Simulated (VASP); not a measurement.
# WC (Amm2) in VASP: further runs

WC is run at these levels: PBEsol; tasks: single point.

Program: VASP 6.6.1. These are calculated values, not measurements. Logs are shortened: lines on timing, memory, paths and dates and some standing lists are left out, and cuts for length are marked.

## (1) The cell of the first run

Symmetry: Amm2, No. 38, orthorhombic system. Conventional cell: a = 2.828 Å, b = 2.782 Å, c = 5.020 Å, α = 90.00°, β = 90.00°, γ = 90.00°. Within 2.9 Å of W (site symmetry mm2) lie 6 C at 2.15 to 2.19 Å and 8 W at 2.78 to 2.87 Å. C (site symmetry mm2) has 6 W at 2.15 to 2.19 Å and 8 C at 2.78 to 2.87 Å within 2.9 Å.

## (2) Single point, PBEsol (strain -0.0400 x Voigt [1, 0, 0, 0, 0, 0])

Contents of INCAR:

```
PREC = Accurate
ENCUT = 520
EDIFF = 1E-6
ISMEAR = 0
SIGMA = 0.15
LREAL = False
LASPH = True
NELM = 100
ALGO = Normal
ISIF = 2
LWAVE = False
LCHARG = False
GGA = PS
NBANDS = 16
```

Contents of KPOINTS:

```
Automatic mesh
0
Gamma
  24 24 22
```

Contents of POSCAR:

```
WC
1.0
    2.7824771197      0.0000000000      0.0000000000
   -1.3912385599      2.5100998657      0.0000000000
    0.0000000000      0.0000000000      2.8276119040
W C
1 1
Direct
    0.0000000000      0.0000000000      0.0000000000
    0.6666666667      0.3333333333      0.5000000000
```

Potentials or basis: VASP PAW PBE potentials, release 64 (W_sv, C).

Run with:

```sh
> cat potpaw_PBE.64/W_sv/POTCAR potpaw_PBE.64/C/POTCAR > POTCAR
> mpirun -np 1 vasp_std > vasp.out
```

OUTCAR:

```text
PREC = Accurate
   ENCUT = 520
   EDIFF = 1E-6
   ISMEAR = 0
   LREAL = False
   LASPH = True
   NELM = 100
   ISIF = 2
   GGA = PS

 ion  position               nearest neighbor table
   1  0.000  0.000  0.000-   2 2.15   2 2.15   2 2.15   2 2.15   2 2.19   2 2.19
   2  0.667  0.333  0.500-   1 2.15   1 2.15   1 2.15   1 2.15   1 2.19   1 2.19

  LATTYP: Found a base centered orthorhombic cell.
 ALAT       =     2.7824771197
 B/A-ratio  =     1.8042195912
 C/A-ratio  =     1.0162210801

  Lattice vectors:

 A1 = (   1.3912385599,  -2.5100998657,   0.0000000000)
 A2 = (   1.3912385598,   2.5100998657,   0.0000000000)
 A3 = (   0.0000000000,   0.0000000000,   2.8276119040)

Analysis of symmetry for initial positions (statically):
=====================================================================
 Subroutine PRICEL returns:
 Original cell was already a primitive cell.

 Routine SETGRP: Setting up the symmetry group for a
 base centered orthorhombic supercell.

 Subroutine GETGRP returns: Found  4 space group operations
 (whereof  4 operations were pure point group operations)
 out of a pool of  8 trial point group operations.

The static configuration has the point symmetry C_2v.

Analysis of symmetry for dynamics (positions and initial velocities):
=====================================================================
 Subroutine PRICEL returns:
 Original cell was already a primitive cell.

 Routine SETGRP: Setting up the symmetry group for a
 base centered orthorhombic supercell.

 Subroutine GETGRP returns: Found  4 space group operations
 (whereof  4 operations were pure point group operations)
 out of a pool of  8 trial point group operations.

The dynamic configuration has the point symmetry C_2v.

 Subroutine INISYM returns: Found  4 space group operations
 (whereof  4 operations are pure point group operations),
 and found     1 'primitive' translations

----------------------------------------------------------------------------------------

                                     Primitive cell

  volume of cell :      19.7489

  direct lattice vectors                    reciprocal lattice vectors
     2.782477120  0.000000000  0.000000000     0.359391994  0.199195262  0.000000000
    -1.391238560  2.510099866  0.000000000     0.000000000  0.398390524  0.000000000
     0.000000000  0.000000000  2.827611904     0.000000000  0.000000000  0.353655323

  length of vectors
     2.782477120  2.869868650  2.827611904     0.410903100  0.398390524  0.353655323

[... 81 lines left out ...]
   LREAL  =      F    real-space projection
   EDIFFG = 0.1E-04   stopping-criterion for IOM
   NSW    =      0    number of steps for IOM
   IBRION =     -1    ionic relax: 0-MD 1-quasi-New 2-CG
   NFREE  =      0    steps in history (QN), initial steepest desc. (CG)
   ISIF   =      2    stress and relaxation
   ISYM   =      2    0-nonsym 1-usesym 2-fastsym
   POTIM  = 0.5000    time-step for ionic-motion
   TEBEG  =    0.0;   TEEND  =   0.0 temperature during run
   PSTRESS=    0.0 pullay stress
   NELECT =      18.0000    total number of electrons
   NUPDOWN=      -1.0000    fix difference up-down
   EMIN   =  10.00;   EMAX   =-10.00  energy-range for DOS
   EFERMI =   0.00;   METHOD = LEGACY
   ISMEAR =     0;   SIGMA  =   0.15  broadening in eV -4-tet -1-fermi 0-gaus
   EFERMI_NEDOS =   21; number of points for ismear=-14 and -15
   IALGO  =     38    algorithm
   IMIX   =      4    mixing-type and parameters
     AMIX     =   0.40;   BMIX     =  1.00
     AMIX_MAG =   1.60;   BMIX_MAG =  1.00
  volume/ion in A,a.u.               =       9.87        66.64
  Fermi-wavevector in a.u.,A,eV,Ry     =   1.587273  2.999510 34.278987  2.519434
  Thomas-Fermi vector in A             =   2.686456
   LORBIT       =      0    0 simple, 1 ext, 2 COOP (PROOUT), +10 PAW based schemes
   GGA     = PS    functional components
   LHFCALC =     F    Hartree Fock is set to
   AEXX    =    0.0000 exact exchange contribution
   IVDW    =     0    specifies the selected vdW correction
   LEPSILON=     F    determine dielectric tensor
   LRPA    =     F    only Hartree local field effects (RPA)
 non-spin polarized calculation
 Gauss-broadening in eV      SIGMA  =   0.15
  energy-cutoff  :      520.00
  volume of cell :       19.75
 maximum number of plane-waves:       551
 NGX is ok and might be reduce to    24
   NGX = 11   NGY = 11   NGZ = 11

 number of electron      18.0000001 magnetization

 Free energy of the ion-electron system (eV)
  ---------------------------------------------------
  ext. energy  EPLUGINS =         0.00000000
  ---------------------------------------------------
  free energy    TOTEN  =       -23.80779669 eV

  energy without entropy =      -23.80475466  energy(sigma->0) =      -23.80627568

 E-fermi :  11.6747     XC(G=0): -14.2079

 val. band max:       11.6729543073   @ k =  -0.4583   0.0417   0.5000
 cond. band min:      11.6747899919   @ k =   0.4583   0.0417   0.3636
 fundamental gap:      0.0018356847
 Fermi energy:        11.6746568300

 k-point     1 :       0.0000    0.0000    0.0000
  band No.  band energies     occupation
      1     -62.1809      2.00000
      2     -26.2157      2.00000
      3     -26.0608      2.00000
      4     -25.9600      2.00000
      5      -3.1493      2.00000
      6       6.9789      2.00000
[... 433 lines left out ...]
      3     -26.2974      2.00000
      4     -26.0651      2.00000
      5       0.3421      2.00000
      6       4.5910      2.00000
[... 8 lines left out ...]
     15      25.7234      0.00000
     16      30.4582      0.00000

 [... further k-points ...]

------------------------ aborting loop because EDIFF is reached ----------------------------------------

  FORCE on cell =-STRESS in cart. coord.  units (eV):
  Direction    XX          YY          ZZ          XY          YZ          ZX
  --------------------------------------------------------------------------------------
  -------------------------------------------------------------------------------------
  Total        4.4955917      1.4020612      1.2443853     -0.0000000      0.0000000      0.0000000
  in kB      364.7161866    113.7457444    100.9538867     -0.0000000      0.0000000      0.0000000
  external PRESSURE =     193.1386059 kB  Pullay stress =       0.0000000 kB

 VOLUME and BASIS-vectors are now :
 -----------------------------------------------------------------------------
  energy-cutoff  :      520.00
  volume of cell :       19.75
      direct lattice vectors                 reciprocal lattice vectors
     2.782477120  0.000000000  0.000000000     0.359391994  0.199195262  0.000000000
    -1.391238560  2.510099866  0.000000000     0.000000000  0.398390524  0.000000000
     0.000000000  0.000000000  2.827611904     0.000000000  0.000000000  0.353655323

 POSITION                                       TOTAL-FORCE (eV/Angst)
 -----------------------------------------------------------------------------------
      0.00000      0.00000      0.00000         0.000000     -0.274691      0.000000
      1.39124      0.83670      1.41381        -0.000000      0.274691      0.000000
 -----------------------------------------------------------------------------------
    total drift:                               -0.000000     -0.000269     -0.000000

  FREE ENERGIE OF THE ION-ELECTRON SYSTEM (eV)
  ---------------------------------------------------
  free  energy   TOTEN  =       -23.8077966944 eV

  energy  without entropy=      -23.8047546618  energy(sigma->0) =      -23.80627568
```

OSZICAR:

```text
N       E                     dE             d eps       ncg     rms          rms(c)
DAV:   1     0.108619664377E+03    0.10862E+03   -0.94056E+03 60472   0.126E+03
DAV:   2    -0.235559620042E+02   -0.13218E+03   -0.12771E+03 71408   0.339E+02
DAV:   3    -0.266701497259E+02   -0.31142E+01   -0.31033E+01 67232   0.495E+01
DAV:   4    -0.266852851137E+02   -0.15135E-01   -0.15135E-01 78288   0.387E+00
DAV:   5    -0.266853890391E+02   -0.10393E-03   -0.10393E-03 66968   0.304E-01    0.364E+01
DAV:   6    -0.238994689409E+02    0.27859E+01   -0.51478E+00 74768   0.248E+01    0.107E+01
DAV:   7    -0.238403492664E+02    0.59120E-01   -0.35745E-01 63136   0.463E+00    0.698E+00
DAV:   8    -0.238086332089E+02    0.31716E-01   -0.50652E-02 70800   0.183E+00    0.915E-01
DAV:   9    -0.238079212844E+02    0.71192E-03   -0.22101E-03 66656   0.352E-01    0.111E-01
DAV:  10    -0.238077972029E+02    0.12408E-03   -0.24015E-04 75696   0.187E-01    0.399E-02
DAV:  11    -0.238077966944E+02    0.50853E-06   -0.99397E-06 69736   0.317E-02
   1 F= -.23807797E+02 E0= -.23806276E+02  d E =-.304203E-02
```

Wall time 7.5 min (1 thread of AMD EPYC 9R14 (Zen 4), shared host); peak memory 0.61 GiB.

What came out:

- Free energy: -23.8078 eV
- Pressure: 19.3 GPa
- Largest force: 0.275 eV/Å
- Band gap on the k mesh: zero (bands 9 and 10 overlap by 1.22 eV)

Forces on the atoms (eV/Å):
```
W    0.000 -0.275  0.000
C    0.000  0.275  0.000
```

Caveat: the cell differs from its parent crystal (strain -0.0400 x Voigt [1, 0, 0, 0, 0, 0]); the stress differs along the axes, from 10 to 36 GPa; the PAW data sets were made with another functional, which shifts forces and pressure a little; spin-orbit coupling is left out, which moves the levels of the heavy elements.

## (3) Single point, PBEsol (strain -0.0300 x Voigt [1, 0, 0, 0, 0, 0])

Contents of INCAR:

```
PREC = Accurate
ENCUT = 520
EDIFF = 1E-6
ISMEAR = 0
SIGMA = 0.15
LREAL = F
LASPH = T
NELM = 80
ALGO = Normal
ISIF = 2
LWAVE = F
LCHARG = F
GGA = PS
NBANDS = 16
```

KPOINTS is that of step 2.

Contents of POSCAR:

```
WC
1.0
    2.8114612563      0.0000000000      0.0000000000
   -1.4057306282      2.5100998657      0.0000000000
    0.0000000000      0.0000000000      2.8276119040
W C
1 1
Direct
    0.0000000000      0.0000000000      0.0000000000
    0.6666666667      0.3333333333      0.5000000000
```

Potentials or basis: VASP PAW PBE potentials, release 64 (W_sv, C).

Run with:

```sh
> cat potpaw_PBE.64/W_sv/POTCAR potpaw_PBE.64/C/POTCAR > POTCAR
> mpirun -np 1 vasp_std > vasp.out
```

OUTCAR:

```text
PREC = Accurate
   ENCUT = 520
   EDIFF = 1E-6
   ISMEAR = 0
   LREAL = F
   LASPH = T
   NELM = 80
   ISIF = 2
   GGA = PS

 ion  position               nearest neighbor table
   1  0.000  0.000  0.000-   2 2.16   2 2.16   2 2.16   2 2.16   2 2.19   2 2.19
   2  0.667  0.333  0.500-   1 2.16   1 2.16   1 2.16   1 2.16   1 2.19   1 2.19

  LATTYP: Found a base centered orthorhombic cell.
 ALAT       =     2.8114612563
 B/A-ratio  =     1.7856193893
 C/A-ratio  =     1.0057445742

  Lattice vectors:

 A1 = (   1.4057306282,  -2.5100998657,   0.0000000000)
 A2 = (   1.4057306281,   2.5100998657,   0.0000000000)
 A3 = (   0.0000000000,   0.0000000000,   2.8276119040)

Analysis of symmetry for initial positions (statically):
=====================================================================
 Subroutine PRICEL returns:
 Original cell was already a primitive cell.

 Routine SETGRP: Setting up the symmetry group for a
 base centered orthorhombic supercell.

 Subroutine GETGRP returns: Found  4 space group operations
 (whereof  4 operations were pure point group operations)
[... 162 lines left out ...]

  energy without entropy =      -23.84533442  energy(sigma->0) =      -23.84692838

 E-fermi :  11.5078     XC(G=0): -14.1490

 val. band max:       11.5045508466   @ k =   0.4167   0.0833   0.4545
 cond. band min:      11.5085555600   @ k =  -0.1667   0.0417   0.3636
 fundamental gap:      0.0040047133
 Fermi energy:        11.5077789662

 k-point     1 :       0.0000    0.0000    0.0000
  band No.  band energies     occupation
      1     -62.3558      2.00000
      2     -26.3780      2.00000
      3     -26.2354      2.00000
      4     -26.1634      2.00000
      5      -3.2244      2.00000
      6       6.9057      2.00000
[... 433 lines left out ...]
      3     -26.4625      2.00000
      4     -26.2384      2.00000
      5       0.2046      2.00000
      6       4.4649      2.00000
[... 8 lines left out ...]
     15      25.4130      0.00000
     16      30.0294      0.00000

 [... further k-points ...]

------------------------ aborting loop because EDIFF is reached ----------------------------------------

  FORCE on cell =-STRESS in cart. coord.  units (eV):
  Direction    XX          YY          ZZ          XY          YZ          ZX
  --------------------------------------------------------------------------------------
  -------------------------------------------------------------------------------------
  Total        3.3327782      1.0946951      0.9610976     -0.0000000      0.0000000      0.0000000
  in kB      267.5925964     87.8943282     77.1676318     -0.0000000      0.0000000      0.0000000
  external PRESSURE =     144.2181855 kB  Pullay stress =       0.0000000 kB

 VOLUME and BASIS-vectors are now :
 -----------------------------------------------------------------------------
  energy-cutoff  :      520.00
  volume of cell :       19.95
      direct lattice vectors                 reciprocal lattice vectors
     2.811461256  0.000000000  0.000000000     0.355686922  0.199195262  0.000000000
    -1.405730628  2.510099866  0.000000000     0.000000000  0.398390524  0.000000000
     0.000000000  0.000000000  2.827611904     0.000000000  0.000000000  0.353655323

 POSITION                                       TOTAL-FORCE (eV/Angst)
 -----------------------------------------------------------------------------------
      0.00000      0.00000      0.00000         0.000000     -0.198131      0.000000
      1.40573      0.83670      1.41381        -0.000000      0.198131      0.000000
 -----------------------------------------------------------------------------------
    total drift:                               -0.000000     -0.000047      0.000000

  FREE ENERGIE OF THE ION-ELECTRON SYSTEM (eV)
  ---------------------------------------------------
  free  energy   TOTEN  =       -23.8485223452 eV

  energy  without entropy=      -23.8453344226  energy(sigma->0) =      -23.84692838
```

OSZICAR:

```text
N       E                     dE             d eps       ncg     rms          rms(c)
DAV:   1     0.108554055245E+03    0.10855E+03   -0.93642E+03 60472   0.126E+03
DAV:   2    -0.236052723230E+02   -0.13216E+03   -0.12772E+03 71312   0.339E+02
DAV:   3    -0.267182236773E+02   -0.31130E+01   -0.31027E+01 67128   0.494E+01
DAV:   4    -0.267335346068E+02   -0.15311E-01   -0.15310E-01 78456   0.389E+00
DAV:   5    -0.267336417676E+02   -0.10716E-03   -0.10716E-03 66872   0.308E-01    0.357E+01
DAV:   6    -0.239411429313E+02    0.27925E+01   -0.51745E+00 74768   0.249E+01    0.103E+01
DAV:   7    -0.238812990711E+02    0.59844E-01   -0.36082E-01 63264   0.464E+00    0.682E+00
DAV:   8    -0.238494033447E+02    0.31896E-01   -0.53397E-02 70800   0.187E+00    0.916E-01
DAV:   9    -0.238486541355E+02    0.74921E-03   -0.22962E-03 66344   0.360E-01    0.111E-01
DAV:  10    -0.238485232375E+02    0.13090E-03   -0.24705E-04 76160   0.189E-01    0.417E-02
DAV:  11    -0.238485228490E+02    0.38853E-06   -0.10540E-05 69144   0.322E-02    0.700E-03
DAV:  12    -0.238485223452E+02    0.50374E-06   -0.16165E-06 52560   0.107E-02
   1 F= -.23848522E+02 E0= -.23846928E+02  d E =-.318792E-02
```

It took 8.4 min on 1 thread of AMD EPYC 9R14 (Zen 4), shared host; peak memory 0.62 GiB.

Results:

* Free energy: -23.8485 eV
* Pressure: 14.4 GPa
* Largest force: 0.198 eV/Å
* Band gap on the k mesh: zero (bands 9 and 10 overlap by 1.25 eV)

Forces on the atoms (eV/Å):
```
W    0.000 -0.198  0.000
C    0.000  0.198  0.000
```

Stress tensor (GPa, compression positive):
```
26.76  0.00  0.00
 0.00  8.79  0.00
 0.00  0.00  7.72
```

Levels at points of the mesh, in eV from the Fermi level:
| k point | band 6 | band 7 | band 8 | band 9 | band 10 | band 11 | band 12 | band 13 |
| --- | --- | --- | --- | --- | --- | --- | --- | --- |
| (0.00, 0.00, 0.00) | -4.60 | -3.65 | -3.12 | -0.04 | 3.31 | 3.45 | 5.63 | 5.97 |
| (0.50, 0.00, 0.00) | -7.18 | -3.97 | -3.74 | -0.46 | 2.30 | 4.74 | 5.50 | 6.98 |
| (0.00, 0.50, 0.00) | -7.26 | -3.96 | -3.87 | -0.17 | 2.56 | 4.86 | 5.30 | 7.08 |
| (0.00, 0.00, 0.50) | -8.96 | -2.06 | -1.88 | -0.98 | -0.34 | 3.57 | 4.50 | 4.91 |
| (0.50, 0.00, 0.50) | -6.74 | -4.57 | -4.29 | 0.46 | 4.78 | 5.60 | 6.94 | 9.63 |
| (0.00, 0.50, 0.50) | -6.71 | -4.33 | -4.15 | 0.11 | 4.70 | 5.44 | 7.13 | 9.59 |

Caveat: the cell differs from its parent crystal (strain -0.0300 x Voigt [1, 0, 0, 0, 0, 0]); the stress differs along the axes, from 8 to 27 GPa; the PAW data sets were made with another functional, which shifts forces and pressure a little; spin-orbit coupling is left out, which moves the levels of the heavy elements.

## (4) Single point, PBEsol (strain -0.0200 x Voigt [1, 0, 0, 0, 0, 0])

Contents of INCAR:

```
SYSTEM = WC
  ALGO = Normal
  EDIFF = 1E-6
  ENCUT = 520
  GGA = PS
  ISIF = 2
  ISMEAR = 0
  LASPH = .True.
  LCHARG = .True.
  LELF = .True.
  LREAL = .False.
  LVHAR = .True.
  LWAVE = .False.
  NBANDS = 16
  NELM = 100
  PREC = Accurate
  SIGMA = 0.15
```

Contents of KPOINTS:

```
k-points
0
Gamma
  24 24 22
  0 0 0
```

Contents of POSCAR:

```
WC
1.0
    2.8404453930      0.0000000000      0.0000000000
   -1.4202226965      2.5100998657      0.0000000000
    0.0000000000      0.0000000000      2.8276119040
W C
1 1
Direct
    0.0000000000      0.0000000000      0.0000000000
    0.6666666667      0.3333333333      0.5000000000
```

Run with:

```sh
> cat potpaw_PBE.64/W_sv/POTCAR potpaw_PBE.64/C/POTCAR > POTCAR
> mpirun -np 1 vasp_std > vasp.out
```

Run time: 7.9 min. Hardware: 1 thread of AMD EPYC 9R14 (Zen 4), shared host; peak memory 0.63 GiB.

Results (log left out):

```
Free energy            : -23.8771 eV
Pressure               : 9.8 GPa
Largest force          : 0.126 eV/Å
Band gap on the k mesh : zero (bands 9 and 10 overlap by 1.30 eV)
```

Forces in eV/Å, atoms in the order of the input:
```
W    0.000 -0.126  0.000
C    0.000  0.126  0.000
```

Stress tensor (GPa, compression positive):
```
17.65  0.00  0.00
 0.00  6.18  0.00
 0.00  0.00  5.47
```

Levels at points of the mesh, in eV from the Fermi level:
| k point | band 7 | band 8 | band 9 | band 10 | band 11 | band 12 |
| --- | --- | --- | --- | --- | --- | --- |
| (0.00, 0.00, 0.00) | -3.55 | -3.21 | 0.02 | 3.30 | 3.39 | 5.67 |
| (0.50, 0.00, 0.00) | -3.86 | -3.70 | -0.45 | 2.32 | 4.71 | 5.30 |
| (0.00, 0.50, 0.00) | -3.85 | -3.79 | -0.26 | 2.49 | 4.77 | 5.19 |
| (0.00, 0.00, 0.50) | -2.04 | -1.93 | -0.85 | -0.43 | 3.63 | 4.52 |
| (0.50, 0.00, 0.50) | -4.49 | -4.26 | 0.41 | 4.70 | 5.52 | 6.88 |
| (0.00, 0.50, 0.50) | -4.28 | -4.22 | 0.18 | 4.63 | 5.43 | 7.00 |

Caveat: the cell differs from its parent crystal (strain -0.0200 x Voigt [1, 0, 0, 0, 0, 0]); the stress differs along the axes, from 5 to 18 GPa; the PAW data sets were made with another functional, which shifts forces and pressure a little; spin-orbit coupling is left out, which moves the levels of the heavy elements.

## (5) The runs side by side

```csv
cell,gap on the mesh (eV),pressure (GPa),largest force (eV/Å)
"a = 2.782, b = 2.870, c = 2.828 Å, angles 90.0, 90.0, 119.0°, 2 atoms",none,19.3,0.27
"a = 2.811, b = 2.877, c = 2.828 Å, angles 90.0, 90.0, 119.3°, 2 atoms",none,14.4,0.20
"a = 2.840, b = 2.884, c = 2.828 Å, angles 90.0, 90.0, 119.5°, 2 atoms",none,9.8,0.13
```

Alike in all rows: task single point; level PBEsol; potentials or basis VASP PAW PBE potentials, release 64 (W_sv, C); no spin polarisation; k mesh 24 × 24 × 22; cutoff (eV) 520; smearing gaussian 0.15 eV.

Caveats: the PAW data sets were made with another functional, which shifts forces and pressure a little; spin-orbit coupling is left out, which moves the levels of the heavy elements; the stress differs along the axes, from 10 to 36 GPa (at least some runs); the stress differs along the axes, from 8 to 27 GPa (at least some runs); the stress differs along the axes, from 5 to 18 GPa (at least some runs).

Absolute energies hang on the potentials; compare differences alone.
